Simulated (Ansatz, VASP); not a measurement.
## One calculation of CuO, two programs

```xyz
2
Lattice="2.6452 0.0000 0.0000 0.0000 2.6452 0.0000 0.0000 0.0000 2.6452" Properties=species:S:1:pos:R:3 pbc="T T T"
Cu    1.3226    1.3226    1.3226
O     0.0000    0.0000    0.0000
```

Alike in both runs: functional PBE; k mesh 6 × 6 × 6; occupations gaussian, width 0.1 eV; collinear spin.

Ansatz relaxed the structure, and its values are those at the end. VASP's run is a single point on that final structure, the one shown.

|  | VASP | Ansatz |
| --- | --- | --- |
| version | VASP 6.6.1 | Ansatz 0.2.0 |
| potentials or method | VASP PAW PBE potentials, release 64 (Cu, O), cutoff 520 eV | scalar-relativistic, plane waves, PAW |
| valence electrons in the cell | 17 | 25 |

|  | VASP | Ansatz | Ansatz less VASP |
| --- | --- | --- | --- |
| gap on the k mesh at the Fermi level (eV) | none | none | - |
| pressure (GPa) | 0.2 | 0.1 | -0.07 |
| net moment per atom (μB) | 0.49 | 0.49 | 0.000 |
| size of the moment on the site where the two differ most (μB) | 0.50 | 0.54 | +0.043 |

Site moments also hang on the region over which each program counts them. A gap of «none» marks a metal or a gap that the smearing closes. The functional is the same, so the differences come from potentials, cutoffs and numerics. VASP's potentials hold 17 valence electrons a cell and Ansatz's 25, so a difference there can come from the potentials and not from the codes.

The k mesh is coarse, so the values compare programs but aren't converged.
